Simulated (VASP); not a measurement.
# MoH5: single point with PBE

The system is MoH5.

```xyz
6
Lattice="3.0124 0.0000 0.0000 0.0000 3.0124 0.0000 0.0000 0.0000 3.4741" Properties=species:S:1:pos:R:3 pbc="T T T"
H     0.0000    1.5062    1.7371
H     1.5062    0.0000    1.7371
H     0.0000    0.0000    2.9875
H     0.0000    0.0000    0.4866
H     1.5062    1.5062    1.7371
Mo    1.5062    1.5062    0.0000
```

```json
{
  "Program": "VASP 6.6.1",
  "Task": "single point",
  "Functional": "PBE",
  "Potentials or basis": "VASP PAW PBE potentials, release 64 (H, Mo_sv)",
  "Cutoff": "520 eV",
  "k mesh": "12 × 12 × 12",
  "Occupations": "gaussian, width 0.1 eV",
  "Spin": "no spin polarisation",
  "Dipole correction": "no",
  "Further INCAR settings": "ALGO = Normal; EDIFF = 1e-06; NBANDS = 18"
}
```

```
Pressure      : -0.1 GPa
Largest force : 0.003 eV/Å
```

Forces on the atoms (eV/Å):
```
H    0.000  0.000  0.000
H    0.000  0.000  0.000
H    0.000  0.000  0.003
H    0.000  0.000 -0.003
H    0.000  0.000  0.000
Mo   0.000  0.000  0.000
```

Levels at points of the mesh, in eV from the Fermi level:
```
           k point  band 6  band 7  band 8  band 9  band 10  band 11  band 12  band 13  band 14  band 15
(0.00, 0.00, 0.00)   -9.01   -4.21    0.67    0.67     1.00     1.40     2.47     3.25     7.02     7.09
(0.50, 0.00, 0.00)  -10.04   -4.13   -2.81   -2.48    -0.91     0.95     2.94     6.65     7.17     8.74
(0.50, 0.50, 0.00)   -7.91   -4.52   -4.52   -1.35    -1.35     2.90     3.80     4.20     5.73     8.31
(0.00, 0.00, 0.50)  -10.47   -2.96   -0.58   -0.58     0.16     0.32     1.45     1.46     7.14    10.37
(0.50, 0.00, 0.50)   -8.10   -7.57   -3.30   -0.69    -0.06     0.63     3.43     3.89     5.19     5.78
(0.50, 0.50, 0.50)   -6.36   -6.36   -4.12   -0.61     0.75     2.94     3.81     3.81     4.36     4.36
```

Wall time 36 s on 1 thread of Intel(R) Xeon(R) Platinum 8559C (Emerald Rapids), with other jobs on the host, peak memory 0.21 GiB.
